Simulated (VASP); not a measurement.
Set up this calculation in VASP 6.6.1, as the native input.

| Property | Result |
| --- | --- |
| Task | density of states |
| Functional | PBE |
| Potentials or basis | VASP PAW PBE potentials, release 64 (W_sv, Sb) |
| Cutoff | 520 eV |
| k mesh | 12 × 12 × 12 |
| Occupations | fermi-dirac, width 0.08 eV |
| Spin | no spin polarisation |
| Dipole correction | no |
| k mesh for the DOS | 18 × 18 × 18 |
| Occupations for the DOS | tetrahedron |
| Further INCAR settings | ALGO = Normal; EDIFF = 1e-07; NBANDS = 16 |

Crystal: SbW (CsCl type).

```xyz
2
Lattice="2.5515 0.0000 0.0000 0.0000 2.5515 0.0000 0.0000 0.0000 2.5515" Properties=species:S:1:pos:R:3 pbc="T T T"
W     0.0000    0.0000    0.0000
Sb    1.2757    1.2757    1.2757
```

This cell differs from its parent crystal: volume scaled by 0.45.

One way to write it, as run:

POSCAR

```
SbW
1.0
    2.5514653655      0.0000000000      0.0000000000
    0.0000000000      2.5514653655      0.0000000000
    0.0000000000      0.0000000000      2.5514653655
W Sb
1 1
Direct
    0.0000000000      0.0000000000      0.0000000000
    0.5000000000      0.5000000000      0.5000000000
```

INCAR.step1

```
  PREC = Accurate
  ENCUT = 520
  EDIFF = 1E-7
  ISMEAR = -1
  SIGMA = 0.08
  LREAL = False
  LASPH = True
  NELM = 80
  ALGO = Normal
  ISIF = 2
  LWAVE = False
  LCHARG = True
  LMAXMIX = 4
  GGA = PE
  NBANDS = 16
```

KPOINTS.step1

```
Automatic mesh
0
Gamma
  12 12 12
```

INCAR.step2

```
  PREC = Accurate
  ENCUT = 520
  EDIFF = 1E-7
  ISMEAR = -5
  SIGMA = 0.08
  LREAL = False
  LASPH = True
  NELM = 80
  ALGO = Normal
  ISIF = 2
  LWAVE = False
  LCHARG = False
  LMAXMIX = 4
  GGA = PE
  LORBIT = 11
  NBANDS = 16
  NEDOS = 2001
  ICHARG = 11
```

KPOINTS.step2

```
Automatic mesh
0
Gamma
  18 18 18
```

Potentials or basis: VASP PAW PBE potentials, release 64 (W_sv, Sb).

The run is started by

```bash
$ cat potpaw_PBE.64/W_sv/POTCAR potpaw_PBE.64/Sb/POTCAR > POTCAR
$ cp INCAR.step1 INCAR
$ cp KPOINTS.step1 KPOINTS
$ mpirun -np 1 vasp_std > vasp.out
$ cp INCAR.step2 INCAR
$ cp KPOINTS.step2 KPOINTS
$ mpirun -np 1 vasp_std > vasp.out
```

Wall time 22 s on 1 thread of Intel(R) Xeon(R) 6975P-C (Granite Rapids) (shared host), peak memory 0.17 GiB.
